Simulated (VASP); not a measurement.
Runs of VASP 6.6.1 on LuBe3. The structure is that of space group Pm-3m (No. 221), or close to it. The cells are those of the table. The cell was generated, and may not be a known phase.

```csv
task,cell,k mesh,cutoff (eV),gap on the mesh (eV),pressure (GPa),relaxed volume (Å³/atom)
relaxation of cell and atoms,"relaxed from a = 3.841 Å, 4 atoms",12 × 12 × 12,600,none,0.1,14.18
single point,"a = 3.547 Å, 4 atoms",6 × 6 × 6,520,none,28.9,-
relaxation of cell and atoms,"relaxed from a = 3.547 Å, 4 atoms",6 × 6 × 6,600,none,0.3,(a)
single point,"a = 3.841 Å, 4 atoms",6 × 6 × 6,520,none,0.2,-
single point,"a = 3.838 Å, 4 atoms",12 × 12 × 12,520,none,0.3,-
```

Alike in all rows: level PBE; potentials or basis VASP PAW PBE potentials, release 64 (Lu, Be); no spin polarisation; smearing gaussian 0.1 eV.

Q: Estimate the missing entries.

A: (a) 14.11.

Caveats: spin-orbit coupling is left out, which moves the levels of the heavy elements; the cell stands under pressure (at least some runs); the volume moved by over 15 % at a fixed basis, so the end points are rough (at least some runs).

A k mesh can miss the band edges, and the runs leave out spin-orbit coupling on Lu.

A gap of «none» marks levels without a gap at the run's occupations.
